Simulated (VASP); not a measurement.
# H6C2O in VASP: a series of runs

The runs below take H6C2O through single point, with PBE+D3(BJ).

Everything below comes from runs of VASP 6.6.1. Logs are shortened: lines on timing, memory, paths and dates and some standing lists are left out, and cuts for length are marked.

**1. The cell of the first run**

The cell holds a disordered packing, 36 atoms: a = 7.960 Å, b = 7.960 Å, c = 7.960 Å, α = 90.00°, β = 90.00°, γ = 90.00°.

**2. Single point, PBE+D3(BJ)**

INCAR

```
SYSTEM = H6C2O
PREC = Accurate ; ENCUT = 520
EDIFF = 1E-6 ; ISMEAR = -1
SIGMA = 0.05 ; LREAL = Auto
LASPH = .TRUE. ; NELM = 100
ALGO = Normal ; ISIF = 2
LWAVE = .FALSE. ; LCHARG = .FALSE.
GGA = PE ; IVDW = 12
NBANDS = 64
```

KPOINTS

```
regular mesh
0
G
  1 1 1
  0 0 0
```

POSCAR

```
H6C2O
1.0
    7.9602190000      0.0000000000      0.0000000000
    0.0000000000      7.9602190000      0.0000000000
    0.0000000000      0.0000000000      7.9602190000
C O H
8 4 24
Direct
    0.9315176971      0.4646665968      0.0249505698
    0.7870326235      0.5823777172     -0.0134828658
    0.3831609073      0.5277846360      0.3825076312
    0.2938623308      0.3646728632      0.4201726897
    0.5719436500     -0.0406764954      0.8827804525
    0.7240296581      0.0739474513      0.8835944593
    0.1187676947      0.8850314403      0.3249686642
   -0.0015882337      1.0318835369      0.3197357288
    0.6315603666      0.4939578354      0.0108943375
    0.2879479085      0.3415852419      0.5990913069
    0.8723527255     -0.0245075029      0.9160467007
   -0.1629954304      0.9762385940      0.3758297350
    0.5411591275      0.5701199650     -0.0194118859
    0.7935283066      0.6940106895      0.0682381511
    0.7969172916      0.6276825055     -0.1440365434
    1.0517358780      0.5303279578      0.0086272744
    0.9234985102      0.4183550101      0.1548497269
    0.9297990050      0.3565148851     -0.0610407552
    0.2282724468      0.2372812277      0.6216663002
    0.1651144042      0.3705826378      0.3678150472
    0.3587430538      0.2574784765      0.3594875723
    0.3845974607      0.5494933345      0.2463050892
    0.3164515541      0.6318988515      0.4430131848
    0.5136439288      0.5261288405      0.4274960668
    0.9676979002      0.0513625064      0.9189750537
    0.7362098870      0.1378427678      0.7607513819
    0.7076970226      0.1719735964      0.9801636530
    0.4592003136      0.0328569399      0.8528490613
    0.5861320221     -0.1401447808      0.7880383183
    0.5546075405     -0.0987932192      1.0070527387
   -0.2395508449      1.0704697567      0.3667748982
    0.0444366223      1.1345325828      0.4005440979
   -0.0098248039      1.0820521244      0.1904701376
    0.2438347192      0.9215562130      0.2792783129
    0.1315516024      0.8391272923      0.4546068863
    0.0727724533      0.7812202239      0.2463672219
```

Potentials or basis: VASP PAW PBE potentials, release 64 (C, O, H).

Command:

```console
cat potpaw_PBE.64/C/POTCAR potpaw_PBE.64/O/POTCAR potpaw_PBE.64/H/POTCAR > POTCAR
mpirun -np 1 vasp_gam > vasp.out
```

OUTCAR:

```text
SYSTEM = H6C2O
   PREC = Accurate
   ENCUT = 520
   EDIFF = 1E-6
   ISMEAR = -1
   LREAL = Auto
   LASPH = .TRUE.
   NELM = 100
   ISIF = 2
   GGA = PE
   IVDW = 12
 IVDW          = 12

 ion  position               nearest neighbor table
   1  0.932  0.465  0.025-  16 1.10  17 1.10  18 1.10   2 1.51
   2  0.787  0.582  0.987-  14 1.10  15 1.10   9 1.44   1 1.51
   3  0.383  0.528  0.383-  23 1.10  22 1.10  24 1.10   4 1.51
   4  0.294  0.365  0.420-  20 1.11  21 1.11  10 1.44   3 1.51
   5  0.572  0.959  0.883-  28 1.10  29 1.10  30 1.10   6 1.52
   6  0.724  0.074  0.884-  27 1.10  26 1.11  11 1.44   5 1.52
   7  0.119  0.885  0.325-  34 1.10  36 1.10  35 1.10   8 1.51
   8  0.998  0.032  0.320-  32 1.10  33 1.11  12 1.43   7 1.51
   9  0.632  0.494  0.011-  13 0.97   2 1.44
  10  0.288  0.342  0.599-  19 0.97   4 1.44
  11  0.872  0.975  0.916-  25 0.97   6 1.44
  12  0.837  0.976  0.376-  31 0.97   8 1.43
  13  0.541  0.570  0.981-   9 0.97
  14  0.794  0.694  0.068-   2 1.10
  15  0.797  0.628  0.856-   2 1.10
  16  0.052  0.530  0.009-   1 1.10
  17  0.923  0.418  0.155-   1 1.10
  18  0.930  0.357  0.939-   1 1.10
[... 16 lines left out ...]
  35  0.132  0.839  0.455-   7 1.10
  36  0.073  0.781  0.246-   7 1.10

  LATTYP: Found a simple cubic cell.
 ALAT       =     7.9602190000

  Lattice vectors:

 A1 = (   7.9602190000,   0.0000000000,   0.0000000000)
 A2 = (   0.0000000000,   7.9602190000,   0.0000000000)
 A3 = (   0.0000000000,   0.0000000000,   7.9602190000)

Analysis of symmetry for initial positions (statically):
=====================================================================
 Subroutine PRICEL returns:
 Original cell was already a primitive cell.

 Routine SETGRP: Setting up the symmetry group for a
 simple cubic supercell.

 Subroutine GETGRP returns: Found  1 space group operations
 (whereof  1 operations were pure point group operations)
 out of a pool of 48 trial point group operations.

The static configuration has the point symmetry C_1 .

Analysis of symmetry for dynamics (positions and initial velocities):
=====================================================================
 Subroutine PRICEL returns:
 Original cell was already a primitive cell.

 Routine SETGRP: Setting up the symmetry group for a
 simple cubic supercell.

 Subroutine GETGRP returns: Found  1 space group operations
 (whereof  1 operations were pure point group operations)
 out of a pool of 48 trial point group operations.

The dynamic configuration has the point symmetry C_1 .

 Subroutine INISYM returns: Found  1 space group operations
 (whereof  1 operations are pure point group operations),
 and found     1 'primitive' translations

----------------------------------------------------------------------------------------

                                     Primitive cell

  volume of cell :     504.4000

  direct lattice vectors                    reciprocal lattice vectors
     7.960219000  0.000000000  0.000000000     0.125624684  0.000000000  0.000000000
     0.000000000  7.960219000  0.000000000     0.000000000  0.125624684  0.000000000
     0.000000000  0.000000000  7.960219000     0.000000000  0.000000000  0.125624684

  length of vectors
     7.960219000  7.960219000  7.960219000     0.125624684  0.125624684  0.125624684

  position of ions in fractional coordinates (direct lattice)
     0.931517697  0.464666597  0.024950570
     0.787032623  0.582377717  0.986517134
     0.383160907  0.527784636  0.382507631
     0.293862331  0.364672863  0.420172690
     0.571943650  0.959323505  0.882780453
     0.724029658  0.073947451  0.883594459
[... 28 lines left out ...]
     0.131551602  0.839127292  0.454606886
     0.072772453  0.781220224  0.246367222

  ion indices of the primitive-cell ions
   primitive index   ion index
                 1           1
                 2           2
                 3           3
                 4           4
                 5           5
                 6           6
[... 28 lines left out ...]
                35          35
                36          36

----------------------------------------------------------------------------------------

 KPOINTS: regular mesh

Automatic generation of k-mesh.
 Grid dimensions read from file:
 generate k-points for:    1    1    1

 Generating k-lattice:

  Cartesian coordinates                     Fractional coordinates (reciprocal lattice)
     0.125624684  0.000000000  0.000000000     1.000000000  0.000000000  0.000000000
     0.000000000  0.125624684  0.000000000     0.000000000  1.000000000  0.000000000
     0.000000000  0.000000000  0.125624684     0.000000000  0.000000000  1.000000000

  Length of vectors
     0.125624684  0.125624684  0.125624684

  Shift w.r.t. Gamma in fractional coordinates (k-lattice)
     0.000000000  0.000000000  0.000000000

 Subroutine IBZKPT returns following result:
 ===========================================

 Found      1 irreducible k-points:

 Following reciprocal coordinates:
            Coordinates               Weight
  0.000000  0.000000  0.000000      1.000000
   k-points           NKPTS =      1   k-points in BZ     NKDIM =      1   number of bands    NBANDS=     64
   number of dos      NEDOS =    301   number of ions     NIONS =     36
   total plane-waves  NPLWV = 216000
   dimension x,y,z NGX =    60 NGY =   60 NGZ =   60
   dimension x,y,z NGXF=   120 NGYF=  120 NGZF=  120
   ions per type =               8   4  24
   NGX,Y,Z   is equivalent  to a cutoff of  12.53, 12.53, 12.53 a.u.
   NGXF,Y,Z  is equivalent  to a cutoff of  25.06, 25.06, 25.06 a.u.
 SYSTEM =  H6C2O
   PREC   = accura    normal or accurate (medium, high low for compatibility)
   ISTART =      0    job   : 0-new  1-cont  2-samecut
   ICHARG =      2    charge: 1-file 2-atom 10-const
   ISPIN  =      1    spin polarized calculation?
   LNONCOLLINEAR =      F non collinear calculations
   LSORBIT =      F    spin-orbit coupling
   LASPH  =      T    aspherical Exc in radial PAW
   ENCUT  =  520.0 eV  38.22 Ry    6.18 a.u.  14.80 14.80 14.80*2*pi/ulx,y,z
   NELM   =    100;   NELMIN=  2; NELMDL= -5     # of ELM steps
   EDIFF  = 0.1E-05   stopping-criterion for ELM
   LREAL  =      T    real-space projection
   EDIFFG = 0.1E-04   stopping-criterion for IOM
   NSW    =      0    number of steps for IOM
   IBRION =     -1    ionic relax: 0-MD 1-quasi-New 2-CG
   NFREE  =      0    steps in history (QN), initial steepest desc. (CG)
   ISIF   =      2    stress and relaxation
   ISYM   =      2    0-nonsym 1-usesym 2-fastsym
   POTIM  = 0.5000    time-step for ionic-motion
   TEBEG  =    0.0;   TEEND  =   0.0 temperature during run
   PSTRESS=    0.0 pullay stress
   NELECT =      80.0000    total number of electrons
   NUPDOWN=      -1.0000    fix difference up-down
   EMIN   =  10.00;   EMAX   =-10.00  energy-range for DOS
   EFERMI =   0.00;   METHOD = LEGACY
   ISMEAR =    -1;   SIGMA  =   0.05  broadening in eV -4-tet -1-fermi 0-gaus
   EFERMI_NEDOS =   21; number of points for ismear=-14 and -15
   IALGO  =     38    algorithm
   IMIX   =      4    mixing-type and parameters
     AMIX     =   0.40;   BMIX     =  1.00
     AMIX_MAG =   1.60;   BMIX_MAG =  1.00
  volume/ion in A,a.u.               =      14.01        94.55
  Fermi-wavevector in a.u.,A,eV,Ry     =   0.886162  1.674603 10.684426  0.785283
  Thomas-Fermi vector in A             =   2.007292
   LORBIT       =      0    0 simple, 1 ext, 2 COOP (PROOUT), +10 PAW based schemes
   GGA     = PE    functional components
   LHFCALC =     F    Hartree Fock is set to
   AEXX    =    0.0000 exact exchange contribution
   IVDW    =    12    specifies the selected vdW correction
   LEPSILON=     F    determine dielectric tensor
   LRPA    =     F    only Hartree local field effects (RPA)
 non-spin polarized calculation
  energy-cutoff  :      520.00
  volume of cell :      504.40
 maximum number of plane-waves:      6807
 NGX is ok and might be reduce to    60
   NGX = 29   NGY = 29   NGZ = 29

 number of electron      79.9999993 magnetization

 Free energy of the ion-electron system (eV)
  ---------------------------------------------------
  ext. energy  EPLUGINS =         0.00000000
  ---------------------------------------------------
  free energy    TOTEN  =      -187.55917708 eV

  energy without entropy =     -187.55917708  energy(sigma->0) =     -187.55917708

 E-fermi :  -2.4085     XC(G=0):  -5.5129

 val. band max:       -3.6062462521   @ k =   0.0000   0.0000   0.0000
 cond. band min:       0.6242001771   @ k =   0.0000   0.0000   0.0000
 fundamental gap:      4.2304464293
 Fermi energy:        -2.4085494775

 k-point     1 :       0.0000    0.0000    0.0000
  band No.  band energies     occupation
      1     -23.1292      2.00000
      2     -23.1154      2.00000
      3     -23.0169      2.00000
      4     -22.8754      2.00000
      5     -16.2977      2.00000
      6     -16.1678      2.00000
[... 44 lines left out ...]
     51       4.3019      0.00000
     52       4.3894      0.00000
 [bands above 52 left out]

------------------------ aborting loop because EDIFF is reached ----------------------------------------

 Edisp (eV)   -1.03810

 E8    (eV) :    -0.2304

  FORCE on cell =-STRESS in cart. coord.  units (eV):
  Direction    XX          YY          ZZ          XY          YZ          ZX
  --------------------------------------------------------------------------------------
  -------------------------------------------------------------------------------------
  Total      -0.02186     0.29803    -0.73637     0.28845    -0.21449     0.18995
  in kB      -0.06943     0.94667    -2.33899     0.91625    -0.68130     0.60337
  external pressure =       -0.49 kB  Pullay stress =        0.00 kB

 VOLUME and BASIS-vectors are now :
 -----------------------------------------------------------------------------
  energy-cutoff  :      520.00
  volume of cell :      504.40
      direct lattice vectors                 reciprocal lattice vectors
     7.960219000  0.000000000  0.000000000     0.125624684  0.000000000  0.000000000
     0.000000000  7.960219000  0.000000000     0.000000000  0.125624684  0.000000000
     0.000000000  0.000000000  7.960219000     0.000000000  0.000000000  0.125624684

 POSITION                                       TOTAL-FORCE (eV/Angst)
 -----------------------------------------------------------------------------------
      7.41508      3.69885      0.19861        -0.031846     -0.034933     -0.000400
      6.26495      4.63585      7.85289         0.176349      0.120485     -0.065991
      3.05004      4.20128      3.04484         0.057284     -0.021283      0.062242
      2.33921      2.90288      3.34467        -0.072038     -0.036522     -0.185364
      4.55280      7.63643      7.02713         0.061638     -0.052454      0.030303
      5.76343      0.58864      7.03361        -0.058996      0.114763     -0.077585
[... 28 lines left out ...]
      1.04718      6.67964      3.61877         0.000326     -0.032226     -0.029681
      0.57928      6.21868      1.96114        -0.014246      0.039529      0.012657
 -----------------------------------------------------------------------------------
    total drift:                               -0.010553     -0.018606      0.018996

  FREE ENERGIE OF THE ION-ELECTRON SYSTEM (eV)
  ---------------------------------------------------
  free  energy   TOTEN  =      -188.5972775352 eV

  energy  without entropy=     -188.5972775351  energy(sigma->0) =     -188.59727754
```

It took 80 s on 1 thread of Intel Xeon Platinum 8259CL at 2.50GHz (Skylake/Cascade Lake), shared host; peak memory 0.44 GiB.

Results:

- Free energy: -188.5973 eV
- Pressure: 0.0 GPa
- Largest force: 0.224 eV/Å
- Band gap on the k mesh: 4.23 eV
- Dispersion energy per atom: -0.029 eV

Forces on the atoms (eV/Å):
```
C   -0.032 -0.035  0.000
C    0.176  0.120 -0.066
C    0.057 -0.021  0.062
C   -0.072 -0.037 -0.185
C    0.062 -0.052  0.030
C   -0.059  0.115 -0.078
C   -0.011 -0.066  0.073
C    0.071  0.086 -0.167
O   -0.067 -0.102  0.057
O   -0.015 -0.066  0.106
O   -0.040 -0.089  0.008
O   -0.026 -0.124  0.057
H   -0.015 -0.019 -0.057
H    0.000 -0.004  0.019
H    0.006 -0.006 -0.007
H   -0.007 -0.004  0.020
H    0.027 -0.012 -0.010
H    0.036  0.014  0.030
H    0.026  0.031 -0.014
H    0.071 -0.028  0.042
H   -0.010  0.064  0.021
H    0.050  0.013  0.020
H    0.049  0.043  0.024
H   -0.019 -0.005 -0.022
H    0.033  0.074 -0.017
H   -0.052 -0.017  0.032
H    0.013 -0.001 -0.049
H   -0.006  0.007 -0.007
H   -0.025  0.000 -0.001
H   -0.005 -0.001 -0.035
H   -0.130  0.078 -0.003
H   -0.001  0.029  0.068
H   -0.034 -0.021  0.053
H   -0.036  0.030  0.012
H    0.000 -0.032 -0.030
H   -0.014  0.040  0.013
```

Stress tensor (GPa, compression positive):
```
-0.01  0.09  0.06
 0.09  0.09 -0.07
 0.06 -0.07 -0.23
```

Levels at points of the mesh, in eV from the valence-band top:
```
           k point  band 38  band 39  band 40  band 41  band 42  band 43
(0.00, 0.00, 0.00)    -0.33    -0.18     0.00     4.23     5.26     5.54
```

Caveat: the k points lie up to 0.79 Å⁻¹ apart.

**3. Single point, PBE+D3(BJ)**

INCAR

```
ALGO = Normal ; EDIFF = 1E-7
ENCUT = 520 ; GGA = PE
ISIF = 2 ; ISMEAR = -1
IVDW = 12 ; LASPH = T
LCHARG = F ; LREAL = Auto
LWAVE = F ; NBANDS = 64
NELM = 60 ; PREC = Accurate
SIGMA = 0.05
```

KPOINTS

```
k-points
0
Gamma
  1 1 1
```

POSCAR

```
H6C2O
1.0
    7.9602190000      0.0000000000      0.0000000000
    0.0000000000      7.9602190000      0.0000000000
    0.0000000000      0.0000000000      7.9602190000
C O H
8 4 24
Direct
    0.9293839780      0.4717081276      0.0178387052
    0.7778554836      0.5826724114     -0.0201753243
    0.4156418310      0.5227243120      0.4140338350
    0.2865875926      0.3826779138      0.4192346969
    0.5640799581     -0.0343709137      0.8751518017
    0.7212615633      0.0786536149      0.8648380151
    0.1249211862      0.8913322611      0.3243629352
   -0.0029898675      1.0309766603      0.3176797020
    0.6297942305      0.4905643928      0.0233913162
    0.2815374803      0.3316868543      0.5930364479
    0.8683429438     -0.0239566273      0.8973622459
   -0.1509254959      0.9732521178      0.3871250276
    0.5373093378      0.5355003424     -0.0494458758
    0.7755942393      0.7034982329      0.0429510796
    0.7729686834      0.6092294697     -0.1615282193
    1.0356122112      0.5508516788     -0.0211803218
    0.9561545983      0.4421109520      0.1498953735
    0.9242836158      0.3624523396     -0.0618073447
    0.2227576905      0.2246294983      0.5979106856
    0.1598448485      0.4334554112      0.3763213047
    0.3196394471      0.2756079952      0.3359455311
    0.4467841902      0.5491180582      0.2822284161
    0.3487718114      0.6362764643      0.4614697158
    0.5294452326      0.5005766801      0.4832153487
    0.9647850141      0.0383029663      0.8838450299
    0.7372033357      0.1259638711      0.7316130373
    0.6996415551      0.1810502952      0.9700738133
    0.4623742136      0.0527749299      0.8849254022
    0.5468065640     -0.1240418134      0.7648910162
    0.5646829566     -0.1082382281      0.9988167411
   -0.2410737695      1.0469561202      0.3612463426
    0.0411797716      1.1328834043      0.3984186867
   -0.0188562651      1.0790406646      0.1872812796
    0.2553824210      0.9323487206      0.2941627611
    0.1207504467      0.8376151460      0.4532915489
    0.0772717434      0.7895134543      0.2472545039
```

Potentials or basis: VASP PAW PBE potentials, release 64 (C, O, H).

Command:

```console
cat potpaw_PBE.64/C/POTCAR potpaw_PBE.64/O/POTCAR potpaw_PBE.64/H/POTCAR > POTCAR
mpirun -np 1 vasp_gam > vasp.out
```

Run time: 85 s. Hardware: 1 thread of Intel Xeon Platinum 8259CL at 2.50GHz (Skylake/Cascade Lake), shared host; peak memory 0.44 GiB.

The run converged. Its results:

```
Free energy                : -187.8126 eV
Pressure                   : -0.3 GPa
Largest force              : 3.179 eV/Å
Band gap on the k mesh     : 4.26 eV
Dispersion energy per atom : -0.028 eV
```

Forces on the atoms (eV/Å):
```
C    0.398  1.711 -0.147
C   -0.144 -0.684 -1.178
C   -1.504  0.987 -1.014
C   -0.101  0.250  0.091
C    0.961 -1.156  0.370
C   -0.206 -0.092  0.460
C    0.019 -0.240  0.715
C    1.322  0.913 -0.430
O   -1.713  0.238 -0.707
O   -0.336 -0.426 -0.072
O   -2.690 -1.564  0.654
O   -0.965 -1.584  0.673
H    0.878 -0.572  0.881
H    0.400  0.367  0.296
H    0.326 -0.119  1.101
H    0.346 -0.252 -0.146
H   -0.530 -0.132  0.030
H    0.107 -0.622 -0.148
H   -0.074 -0.002  0.099
H    0.805 -0.413  0.284
H    0.013  0.147  0.198
H    0.209  0.048 -0.007
H    0.617 -0.236  0.079
H    0.478 -0.336  0.413
H    2.400  1.775 -0.420
H   -0.394  0.334  1.017
H    0.638 -0.982 -1.732
H   -1.073  0.382 -0.205
H    0.206  0.772  0.931
H    0.086  0.569 -1.163
H   -0.800  0.709 -0.264
H    0.349  0.662 -0.065
H   -0.011 -0.098  0.257
H   -0.630 -0.287 -0.065
H    0.287  0.278 -0.173
H    0.324 -0.345 -0.611
```

Stress tensor (GPa, compression positive):
```
 1.07  0.93 -0.61
 0.93  0.29 -0.28
-0.61 -0.28 -2.11
```

Levels at points of the mesh, in eV from the valence-band top:
```csv
k point,band 36,band 37,band 38,band 39,band 40,band 41,band 42,band 43,band 44,band 45
"(0.00, 0.00, 0.00)",-1.54,-0.41,-0.36,-0.20,0.00,4.26,5.31,5.50,5.97,6.25
```

Caveat: the k points lie up to 0.79 Å⁻¹ apart.
